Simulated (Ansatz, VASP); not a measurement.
Na3Te2 in VASP and in Ansatz

```
Na Te
1.0
     5.26735    0.00000    0.00000
    -2.63367    4.56165    0.00000
     0.00000    0.00000    6.75036
Na Te
3 2
Cartesian
  0.0000 0.0000 0.0000
  0.0000 3.0411 4.6421
  2.6337 1.5206 2.1082
  0.0000 3.0411 1.4635
  2.6337 1.5206 5.2869
```

Alike in both runs: functional PBE; k mesh 12 × 12 × 6; occupations gaussian, width 0.1 eV; no spin polarisation.

Ansatz relaxed the structure, and its values are those at the end. VASP's run is a single point on that final structure, the one shown.

|  | VASP | Ansatz |
| --- | --- | --- |
| version | VASP 6.6.1 | Ansatz 0.2.0 |
| potentials or method | VASP PAW PBE potentials, release 64 (Na_pv, Te), cutoff 520 eV | scalar-relativistic, plane waves, PAW |
| valence electrons in the cell | 33 | 59 |

```csv
,VASP,Ansatz,Ansatz less VASP
gap on the k mesh at the Fermi level (eV),none,none,-
pressure (GPa),0.0,0.0,-0.02
```

A gap of «none» marks a metal or a gap that the smearing closes. The functional is the same, so the differences come from potentials, cutoffs and numerics. VASP's potentials hold 33 valence electrons a cell and Ansatz's 59, so a difference there can come from the potentials and not from the codes.

Spin-orbit coupling is off throughout.
